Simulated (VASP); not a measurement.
Input of a VASP 6.6.1 run:

The input INCAR:

```
PREC = Accurate
ENCUT = 600
EDIFF = 1E-6
ISMEAR = 0
SIGMA = 0.02
LREAL = False
LASPH = True
NELM = 120
ALGO = Normal
ISIF = 2
LWAVE = False
LCHARG = False
GGA = PS
NBANDS = 11
GGA_COMPAT = False
```

The input KPOINTS:

```
Automatic mesh
0
Gamma
  7 7 7
```

The input POSCAR:

```
MgS
1.0
    0.0000000000      2.4701426045      2.4701426045
    2.4701426045      0.0000000000      2.4701426045
    2.4701426045      2.4701426045      0.0000000000
Mg S
1 1
Direct
    0.0000000000      0.0000000000      0.0000000000
    0.5000000000      0.5000000000      0.5000000000
```

Potentials or basis: VASP PAW PBE potentials, release 64 (Mg, S).

The run is started by

```bash
$ cat potpaw_PBE.64/Mg/POTCAR potpaw_PBE.64/S/POTCAR > POTCAR
$ mpirun -np 1 vasp_std > vasp.out
```

Q: Estimate the band gap on the k mesh.

A: 3.24 eV (least direct gap 4.94 eV).

Q: Predict the pressure.

A: 14.9 GPa.

Caveat: the cell stands under pressure; the PAW data sets were made with another functional, which shifts forces and pressure a little; an odd mesh through Γ misses points on the zone boundary, where band edges can lie.
